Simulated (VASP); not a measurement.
HgS, 2 atoms in the cell. The structure is cubic, space group F-43m (No. 216). The conventional cell has a = 5.858 Å, b = 5.858 Å, c = 5.858 Å, α = 90.00°, β = 90.00°, γ = 90.00°. Within 3.3 Å of Hg (site symmetry -43m) lie 4 S at 2.54 Å. Within 3.3 Å of S (site symmetry -43m) lie 4 Hg at 2.54 Å. 

- Program: VASP 6.6.1
- Task: relaxation of cell and atoms
- Functional: PBE
- Potentials or basis: VASP PAW PBE potentials, release 64 (Hg, S)
- Cutoff: 500 eV
- k mesh: 12 × 12 × 12
- Occupations: gaussian, width 0.1 eV
- Spin: no spin polarisation
- Dipole correction: no
- Further INCAR settings: ALGO = Normal; EDIFF = 1e-07; IBRION = 2; EDIFFG = -0.005; NSW = 100; ISIF = 3

Potentials or basis: VASP PAW PBE potentials, release 64 (Hg, S).

Launch:

```bash
$ cat potpaw_PBE.64/Hg/POTCAR potpaw_PBE.64/S/POTCAR > POTCAR
$ mpirun -np 1 vasp_std > vasp.out
```

Hardware: 1 thread of AMD EPYC 7R43 64-Core Processor (Zen 3) (shared host).

Question: Estimate the wall time of this run.

Answer: Run time: 2.4 min on 1 thread of AMD EPYC 7R43 64-Core Processor (Zen 3), on a shared host, peak memory 0.17 GiB. Counts: scf iterations 38, k points 72, ion steps 3.
